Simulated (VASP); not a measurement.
# V (Fm-3m) in VASP: further runs

Runs on V. Level: PBE. Tasks: single point.

Everything below comes from runs of VASP 6.6.1. Logs are shortened: lines on timing, memory, paths and dates and some standing lists are left out, and cuts for length are marked.

## Step 1: The cell of the first run

Symmetry: Fm-3m, No. 225, cubic system. The conventional cell has a = 3.817 Å, b = 3.817 Å, c = 3.817 Å, α = 90.00°, β = 90.00°, γ = 90.00°. Within 3.6 Å of V (site symmetry m-3m) lie 12 V at 2.70 Å.

This isn't the form of V at room conditions, which is bcc.

## Step 2: Single point, PBE, collinear spin, ferromagnetic start (13.90 Å³/atom)

The input, INCAR:

```
SYSTEM = V
  PREC = Accurate
  ENCUT = 520
  EDIFF = 1E-6
  ISMEAR = -1
  SIGMA = 0.05
  LREAL = .False.
  LASPH = .True.
  NELM = 150
  ALGO = Normal
  ISIF = 2
  LWAVE = .False.
  LCHARG = .False.
  ISPIN = 2
  MAGMOM = 1
  LORBIT = 11
  LMAXMIX = 4
  GGA = PE
  NBANDS = 16
```

The input, KPOINTS:

```
Automatic mesh
0
Gamma
  23 23 23
  0 0 0
```

The input, POSCAR:

```
V
1.0
    0.0000000000      1.9085706461      1.9085706461
    1.9085706461      0.0000000000      1.9085706461
    1.9085706461      1.9085706461      0.0000000000
V
1
Direct
    0.0000000000      0.0000000000      0.0000000000
```

Potentials or basis: VASP PAW PBE potentials, release 64 (V_sv).

Launch:

```
$ cat potpaw_PBE.64/V_sv/POTCAR > POTCAR
$ mpirun -np 1 vasp_std > vasp.out
```

OUTCAR:

```text
SYSTEM = V
   PREC = Accurate
   ENCUT = 520
   EDIFF = 1E-6
   ISMEAR = -1
   LREAL = .False.
   LASPH = .True.
   NELM = 150
   ISIF = 2
   ISPIN = 2
   LORBIT = 11
   GGA = PE

 ion  position               nearest neighbor table
   1  0.000  0.000  0.000-

  LATTYP: Found a face centered cubic cell.
 ALAT       =     3.8171412922

  Lattice vectors:

 A1 = (   0.0000000000,   1.9085706461,   1.9085706461)
 A2 = (   1.9085706461,   0.0000000000,   1.9085706461)
 A3 = (   1.9085706461,   1.9085706461,   0.0000000000)

Analysis of symmetry for initial positions (statically):
=====================================================================
 Subroutine PRICEL returns:
 Original cell was already a primitive cell.

 Routine SETGRP: Setting up the symmetry group for a
 face centered cubic supercell.

 Subroutine GETGRP returns: Found 48 space group operations
 (whereof 48 operations were pure point group operations)
 out of a pool of 48 trial point group operations.

The static configuration has the point symmetry O_h .

Analysis of symmetry for dynamics (positions and initial velocities):
=====================================================================
 Subroutine PRICEL returns:
 Original cell was already a primitive cell.

 Routine SETGRP: Setting up the symmetry group for a
 face centered cubic supercell.

 Subroutine GETGRP returns: Found 48 space group operations
 (whereof 48 operations were pure point group operations)
 out of a pool of 48 trial point group operations.

The dynamic configuration has the point symmetry O_h .

Analysis of structural, dynamic, and magnetic symmetry:
=====================================================================
 Subroutine PRICEL returns:
 Original cell was already a primitive cell.

 Routine SETGRP: Setting up the symmetry group for a
 face centered cubic supercell.

 Subroutine GETGRP returns: Found 48 space group operations
 (whereof 48 operations were pure point group operations)
 out of a pool of 48 trial point group operations.

The overall configuration has the point symmetry O_h .

 Subroutine INISYM returns: Found 48 space group operations
 (whereof 48 operations are pure point group operations),
 and found     1 'primitive' translations

----------------------------------------------------------------------------------------

                                     Primitive cell

  volume of cell :      13.9045

  direct lattice vectors                    reciprocal lattice vectors
     0.000000000  1.908570646  1.908570646    -0.261976155  0.261976155  0.261976155
[... 95 lines left out ...]
   NELECT =      13.0000    total number of electrons
   NUPDOWN=      -1.0000    fix difference up-down
   EMIN   =  10.00;   EMAX   =-10.00  energy-range for DOS
   EFERMI =   0.00;   METHOD = LEGACY
   ISMEAR =    -1;   SIGMA  =   0.05  broadening in eV -4-tet -1-fermi 0-gaus
   EFERMI_NEDOS =   21; number of points for ismear=-14 and -15
   IALGO  =     38    algorithm
   IMIX   =      4    mixing-type and parameters
     AMIX     =   0.40;   BMIX     =  1.00
     AMIX_MAG =   1.60;   BMIX_MAG =  1.00
  volume/ion in A,a.u.               =      13.90        93.83
  Fermi-wavevector in a.u.,A,eV,Ry     =   1.600802  3.025078 34.865856  2.562568
  Thomas-Fermi vector in A             =   2.697881
   LORBIT       =     11    0 simple, 1 ext, 2 COOP (PROOUT), +10 PAW based schemes
   GGA     = PE    functional components
   LHFCALC =     F    Hartree Fock is set to
   AEXX    =    0.0000 exact exchange contribution
   IVDW    =     0    specifies the selected vdW correction
   LEPSILON=     F    determine dielectric tensor
   LRPA    =     F    only Hartree local field effects (RPA)
 spin polarized calculation
  energy-cutoff  :      520.00
  volume of cell :       13.90
 maximum number of plane-waves:       388
   NGX =  9   NGY =  9   NGZ =  9

 number of electron      13.0000002 magnetization      -0.0018336

 number of electron      13.0000002 magnetization       0.0014316

 Free energy of the ion-electron system (eV)
  ---------------------------------------------------
  ext. energy  EPLUGINS =         0.00000000
  ---------------------------------------------------
  free energy    TOTEN  =        -8.75677749 eV

  energy without entropy =       -8.74252225  energy(sigma->0) =       -8.74964987

 E-fermi :   9.6256     XC(G=0): -12.7361

 val. band max:        9.6250386870   @ k =  -0.3913   0.0435   0.0000
 cond. band min:       9.6257177238   @ k =  -0.4348   0.1739   0.0000
 fundamental gap:      0.0006790368
 Fermi energy:         9.6255770294

 spin component 1

 k-point     1 :       0.0000    0.0000    0.0000
  band No.  band energies     occupation
      1     -54.4497      1.00000
      2     -27.8065      1.00000
      3     -27.8065      1.00000
      4     -27.8065      1.00000
      5       2.8027      1.00000
      6       9.7919      0.03466
[... 435 lines left out ...]
      5       6.3648      1.00000
      6       9.5866      0.68537
[... 8 lines left out ...]
     15      35.1635      0.00000
     16      35.2899      0.00000

 [... further k-points ...]

 spin component 2

 k-point     1 :       0.0000    0.0000    0.0000
  band No.  band energies     occupation
      1     -54.4485      1.00000
      2     -27.8053      1.00000
      3     -27.8053      1.00000
      4     -27.8053      1.00000
      5       2.8036      1.00000
      6       9.7929      0.03398
[... 435 lines left out ...]
      5       6.3658      1.00000
      6       9.5877      0.68077
[... 8 lines left out ...]
     15      35.1647      0.00000
     16      35.2910      0.00000

 [... further k-points ...]
[... 5 lines left out ...]
  --------------------------------------------------------------------------------------
  -------------------------------------------------------------------------------------
  Total        0.0115496      0.0115496      0.0115496      0.0000000     -0.0000000      0.0000000
  in kB        1.3308349      1.3308349      1.3308349      0.0000000     -0.0000000      0.0000000
  external PRESSURE =       1.3308349 kB  Pullay stress =       0.0000000 kB

 VOLUME and BASIS-vectors are now :
 -----------------------------------------------------------------------------
  energy-cutoff  :      520.00
  volume of cell :       13.90
      direct lattice vectors                 reciprocal lattice vectors
     0.000000000  1.908570646  1.908570646    -0.261976155  0.261976155  0.261976155
     1.908570646  0.000000000  1.908570646     0.261976155 -0.261976155  0.261976155
     1.908570646  1.908570646  0.000000000     0.261976155  0.261976155 -0.261976155

 POSITION                                       TOTAL-FORCE (eV/Angst)
 -----------------------------------------------------------------------------------
      0.00000      0.00000      0.00000        -0.000000     -0.000000      0.000000
 -----------------------------------------------------------------------------------
    total drift:                               -0.000000     -0.000000     -0.000000

  FREE ENERGIE OF THE ION-ELECTRON SYSTEM (eV)
  ---------------------------------------------------
  free  energy   TOTEN  =        -8.7567774892 eV

  energy  without entropy=       -8.7425222538  energy(sigma->0) =       -8.74964987

 total charge

# of ion       s       p       d       tot
------------------------------------------
    1        2.341   6.224   3.024  11.589

 magnetization (x)

# of ion       s       p       d       tot
------------------------------------------
    1        0.000   0.000   0.001   0.001
```

stdout:

```text
POSCAR found type information on POSCAR V
 POSCAR found :  1 types and       1 ions
 scaLAPACK will be used
 LDA part: xc-table for (Slater+PW92), standard interpolation
 POSCAR, INCAR and KPOINTS ok, starting setup
 FFT: planning ... GRIDC
 FFT: planning ... GRID_SOFT
 FFT: planning ... GRID
 WAVECAR not read
 entering main loop
```

It took 4.2 min on 1 thread of Intel Xeon 8259CL, shared host; peak memory 0.19 GiB.

Results:

* Free energy: -8.7568 eV
* Pressure: 0.1 GPa
* Net moment: 0.00 μB per cell
* Valence electrons inside the program's atomic spheres: V 11.59

Levels at points of the mesh, in eV from the Fermi level:
Spin up:
| k point | band 2 | band 3 | band 4 | band 5 | band 6 | band 7 | band 8 | band 9 | band 10 | band 11 |
| --- | --- | --- | --- | --- | --- | --- | --- | --- | --- | --- |
| (0.00, 0.00, 0.00) | -37.43 | -37.43 | -37.43 | -6.82 | 0.17 | 0.17 | 0.17 | 1.90 | 1.90 | 17.63 |
Spin down:
```tsv
k point	band 2	band 3	band 4	band 5	band 6	band 7	band 8	band 9	band 10	band 11
(0.00, 0.00, 0.00)	-37.43	-37.43	-37.43	-6.82	0.17	0.17	0.17	1.90	1.90	17.63
```

## Step 3: Single point, PBE, collinear spin, ferromagnetic start (14.46 Å³/atom)

This run uses another cell than the first one, of 14.46 Å³/atom.

The input, INCAR:

```
SYSTEM = V
PREC     = Accurate       ! precision mode
ENCUT    = 520            ! plane-wave cutoff, eV
EDIFF    = 1E-6           ! SCF threshold, eV
ISMEAR   = -1             ! smearing method
SIGMA    = 0.05           ! smearing width, eV
LREAL    = .False.        ! projectors in reciprocal space
LASPH    = .True.         ! aspherical terms in the spheres
NELM     = 150            ! most SCF steps
ALGO     = Normal         ! electronic algorithm
ISIF     = 2              ! what is computed and relaxed
LWAVE    = .False.        ! write WAVECAR
LCHARG   = .False.        ! write CHGCAR
ISPIN    = 2              ! spin polarisation
MAGMOM   = 1              ! initial moments
LORBIT   = 11             ! projections on sites
LMAXMIX  = 4              ! l up to which the mixer works
GGA      = PE             ! functional
NBANDS   = 16             ! bands
```

KPOINTS is that of step 2.

The input, POSCAR:

```
V
1.0
    0.0000000000      1.9336862979      1.9336862979
    1.9336862979      0.0000000000      1.9336862979
    1.9336862979      1.9336862979      0.0000000000
V
1
Direct
    0.0000000000      0.0000000000      0.0000000000
```

Potentials or basis: VASP PAW PBE potentials, release 64 (V_sv).

Launch:

```
$ cat potpaw_PBE.64/V_sv/POTCAR > POTCAR
$ mpirun -np 1 vasp_std > vasp.out
```

Run time: 4 min. Hardware: 1 thread of Intel Xeon 8259CL, shared host; peak memory 0.2 GiB.

The run converged. Its results:

```yaml
Free_energy: -8.7460 eV
Pressure: -6.3 GPa
Net_moment: 0.00 μB per cell
Valence_electrons_inside_the_program's_atomic_spheres: V 11.53
```

Levels at points of the mesh, in eV from the Fermi level:
Spin up:
```csv
k point,band 2,band 3,band 4,band 5,band 6,band 7,band 8,band 9,band 10,band 11
"(0.00, 0.00, 0.00)",-37.52,-37.52,-37.52,-6.71,0.17,0.17,0.17,1.81,1.81,17.40
```
Spin down:
| k point | band 2 | band 3 | band 4 | band 5 | band 6 | band 7 | band 8 | band 9 | band 10 | band 11 |
| --- | --- | --- | --- | --- | --- | --- | --- | --- | --- | --- |
| (0.00, 0.00, 0.00) | -37.52 | -37.52 | -37.52 | -6.71 | 0.17 | 0.17 | 0.17 | 1.81 | 1.81 | 17.40 |

Caveat: the cell stands under tension.

(Part 1 of 2 ends here.)
